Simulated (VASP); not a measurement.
# Ni (P6_3/mmc) in VASP: a series of runs, part 2 of 3

VASP 6.6.1.

## Step 3: Relaxation of cell and atoms, PBEsol

This run uses another cell than the first one, of 13.27 Å³/atom, 1.276 times its volume.

The input, INCAR:

```
PREC = Accurate ; ENCUT = 600
EDIFF = 1E-6 ; ISMEAR = 0
SIGMA = 0.1 ; LREAL = F
LASPH = T ; NELM = 100
ALGO = Normal ; ISIF = 3
LWAVE = F ; LCHARG = F
GGA = PS ; IBRION = 2
NSW = 100 ; EDIFFG = -0.01
```

The input, KPOINTS:

```
Automatic mesh
0
Gamma
  15 15 12
```

The input, POSCAR:

```
Ni
1.0
    3.7930288261      0.0000000000      0.0000000000
   -1.8965144131      3.2848593207      0.0000000000
    0.0000000000      0.0000000000      4.2603870754
Ni
4
Direct
    0.0000000000      0.0000000000      0.2500000000
    0.0000000000      0.0000000000      0.7500000000
    0.3333333333      0.6666666667      0.7500000000
    0.6666666667      0.3333333333      0.2500000000
```

Potentials or basis: VASP PAW PBE potentials, release 64 (Ni).

Started as:

```console
$ cat potpaw_PBE.64/Ni/POTCAR > POTCAR
$ mpirun -np 1 vasp_std > vasp.out
```

OUTCAR:

```text
PREC = Accurate
   ENCUT = 600
   EDIFF = 1E-6
   ISMEAR = 0
   LREAL = F
   LASPH = T
   NELM = 100
   ISIF = 3
   GGA = PS
   IBRION = 2
   NSW = 100
   EDIFFG = -0.01

 ion  position               nearest neighbor table
   1  0.000  0.000  0.250-   2 2.13   2 2.13   4 2.19   4 2.19   4 2.19   3 3.06   3 3.06   3 3.06
                             3 3.06   3 3.06   3 3.06
   2  0.000  0.000  0.750-   1 2.13   1 2.13   3 2.19   3 2.19   3 2.19   4 3.06   4 3.06   4 3.06
                             4 3.06   4 3.06   4 3.06
   3  0.333  0.667  0.750-   2 2.19   2 2.19   2 2.19   4 3.06   4 3.06   4 3.06   4 3.06   1 3.06
                             1 3.06   1 3.06   1 3.06   1 3.06   1 3.06   4 3.06   4 3.06
   4  0.667  0.333  0.250-   1 2.19   1 2.19   1 2.19   3 3.06   3 3.06   3 3.06   3 3.06   2 3.06
                             2 3.06   2 3.06   2 3.06   2 3.06   2 3.06   3 3.06   3 3.06

  LATTYP: Found a hexagonal cell.
 ALAT       =     3.7930288261
 C/A-ratio  =     1.1232150534

  Lattice vectors:

 A1 = (   3.7930288261,   0.0000000000,   0.0000000000)
 A2 = (  -1.8965144131,   3.2848593207,   0.0000000000)
 A3 = (   0.0000000000,   0.0000000000,   4.2603870754)

Analysis of symmetry for initial positions (statically):
=====================================================================
[... 233 lines left out ...]

 k-point     1 :       0.0000    0.0000    0.0000
  band No.  band energies     occupation
      1      -1.0385      2.00000
      2       2.7734      2.00000
      3       3.3051      2.00000
      4       3.3780      2.00000
      5       3.3780      2.00000
      6       4.2316      2.00000
[... 637 lines left out ...]
     23       7.1738      0.00000
     24      11.9558      0.00000

 [... further k-points ...]

------------------------ aborting loop because EDIFF is reached ----------------------------------------

  FORCE on cell =-STRESS in cart. coord.  units (eV):
  Direction    XX          YY          ZZ          XY          YZ          ZX
  --------------------------------------------------------------------------------------
  -------------------------------------------------------------------------------------
  Total       -0.0158051     -0.0158051      0.0343153      0.0000000     -0.0000000      0.0000000
  in kB       -0.4776121     -0.4776121      1.0369735      0.0000000     -0.0000000      0.0000000
  external PRESSURE =       0.0272498 kB  Pullay stress =       0.0000000 kB

 VOLUME and BASIS-vectors are now :
 -----------------------------------------------------------------------------
  energy-cutoff  :      600.00
  volume of cell :       53.02
      direct lattice vectors                 reciprocal lattice vectors
     3.795509021 -0.000000000  0.000000000     0.263469272  0.152114055  0.000000000
    -1.897754511  3.287007233 -0.000000000     0.000000000  0.304228111  0.000000000
     0.000000000  0.000000000  4.249722152     0.000000000  0.000000000  0.235309501

 POSITION                                       TOTAL-FORCE (eV/Angst)
 -----------------------------------------------------------------------------------
      0.00000      0.00000      1.06243         0.000000      0.000000     -0.000000
      1.89775      3.28701      3.18729        -0.000000     -0.000000      0.000000
     -0.00000      2.19134      3.18729        -0.000000      0.000000      0.000000
      1.89775      1.09567      1.06243         0.000000      0.000000     -0.000000
 -----------------------------------------------------------------------------------
    total drift:                               -0.000000      0.000000      0.000000

  FREE ENERGIE OF THE ION-ELECTRON SYSTEM (eV)
  ---------------------------------------------------
  free  energy   TOTEN  =       -20.3817448621 eV

  energy  without entropy=      -20.3326458645  energy(sigma->0) =      -20.35719536

 reached required accuracy - stopping structural energy minimisation
```

OSZICAR:

```text
N       E                     dE             d eps       ncg     rms          rms(c)
DAV:   1     0.261231764003E+03    0.26123E+03   -0.20568E+04  9072   0.255E+03
DAV:   2    -0.752374895869E+01   -0.26876E+03   -0.26356E+03  9184   0.410E+02
DAV:   3    -0.235290064853E+02   -0.16005E+02   -0.15520E+02 10304   0.132E+02
[... 18 lines left out ...]
DAV:   4    -0.203819188443E+02    0.10234E-02   -0.49050E-03 10728   0.128E+00    0.924E-02
DAV:   5    -0.203817640261E+02    0.15482E-03   -0.61825E-04  9824   0.272E-01    0.454E-02
DAV:   6    -0.203817458980E+02    0.18128E-04   -0.89076E-05 10536   0.144E-01    0.110E-02
DAV:   7    -0.203817453176E+02    0.58040E-06   -0.11461E-05  9496   0.422E-02    0.711E-03
DAV:   8    -0.203817448621E+02    0.45546E-06   -0.85423E-07  4624   0.131E-02
   2 F= -.20381745E+02 E0= -.20357195E+02  d E =-.226865E-03
```

CONTCAR:

```text
Ni
   1.00000000000000
     3.7955090211910427   -0.0000000000000378    0.0000000000000000
    -1.8977545106455866    3.2870072326552244   -0.0000000000000000
     0.0000000000000000    0.0000000000000000    4.2497221524129101
  Ni
     4
Direct
     0.0000000000000000    0.0000000000000000    0.2500000000000000
     1.0000000000000000    1.0000000000000000    0.7500000000000000
     0.3333333332999970    0.6666666667000030    0.7500000000000000
     0.6666666667000030    0.3333333332999970    0.2500000000000000

  0.00000000E+00  0.00000000E+00  0.00000000E+00
  0.00000000E+00  0.00000000E+00  0.00000000E+00
  0.00000000E+00  0.00000000E+00  0.00000000E+00
  0.00000000E+00  0.00000000E+00  0.00000000E+00
```

Wall time 6.4 min (1 thread of Intel Xeon Platinum 8259CL at 2.50GHz (Skylake/Cascade Lake), shared host); peak memory 0.35 GiB.

Results:

- Free energy: -20.3817 eV
- Relaxed volume: 13.25 Å³/atom
- Relaxed cell: a = 3.796 Å, b = 3.796 Å, c = 4.250 Å, α = 90.00°, β = 90.00°, γ = 120.00°
- Space group after relaxing (to 0.05 Å): P6_3/mmc (No. 194)
- Energy gained by relaxing: 0.1 meV/atom
- Ionic steps: 2
- Pressure after relaxing: 0.0 GPa
- Band gap on the k mesh: zero (band 20 reaches 6.97 eV, above the bottom of band 21 at 6.11 eV)

Stress tensor (GPa, compression positive):
```
-0.05  0.00  0.00
 0.00 -0.05  0.00
 0.00  0.00  0.10
```

Step by step:
| step | energy change (eV) | largest force (eV/Å) | pressure (GPa) | volume (Å³) |
| --- | --- | --- | --- | --- |
| 1 | 0.0000 | 0.0000 | -0.10 | 53.08 |
| 2 | -0.0002 | 0.0000 | 0.00 | 53.02 |

Final structure:
```
Ni
1.0
     3.79551    0.00000    0.00000
    -1.89775    3.28701    0.00000
     0.00000    0.00000    4.24972
Ni
4
Direct
  0.00000 0.00000 0.25000
  0.00000 0.00000 0.75000
  0.33333 0.66667 0.75000
  0.66667 0.33333 0.25000
```

Caveat: the PAW data sets were made with another functional, which shifts forces and pressure a little; the run has no spin polarisation, though such a crystal can be magnetic.

(Continued in part 3 of 3.)
